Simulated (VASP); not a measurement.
**Al: single point with HSE06**

Crystal: Al.

```
Al
1.0
     0.00000    1.99240    1.99240
     1.99240    0.00000    1.99240
     1.99240    1.99240    0.00000
Al
1
Direct
  0.00000 0.00000 0.00000
```

| Property | Result |
| --- | --- |
| Program | VASP 6.6.1 |
| Task | single point |
| Functional | HSE06 |
| Potentials or basis | VASP PAW PBE potentials, release 64 (Al) |
| Cutoff | 520 eV |
| k mesh | 8 × 8 × 8 |
| Occupations | fermi-dirac, width 0.02 eV |
| Spin | no spin polarisation |

| Property | Result |
| --- | --- |
| Pressure | 3.1 GPa |

Levels at points of the mesh, in eV from the Fermi level:
| k point | band 1 | band 2 | band 3 | band 4 | band 5 |
| --- | --- | --- | --- | --- | --- |
| (0.00, 0.00, 0.00) | -13.15 | 13.83 | 13.83 | 13.83 | 15.67 |
| (0.50, 0.00, 0.00) | -5.59 | -5.19 | 12.55 | 12.55 | 12.77 |
| (0.50, 0.50, 0.00) | -3.65 | -1.83 | 5.71 | 6.31 | 6.31 |

It took 4.9 min on 1 thread of AMD EPYC 7R13 Processor (Zen 3) (shared host), peak memory 0.21 GiB.

Caveat: the PAW data sets were made with another functional, which shifts forces and pressure a little.
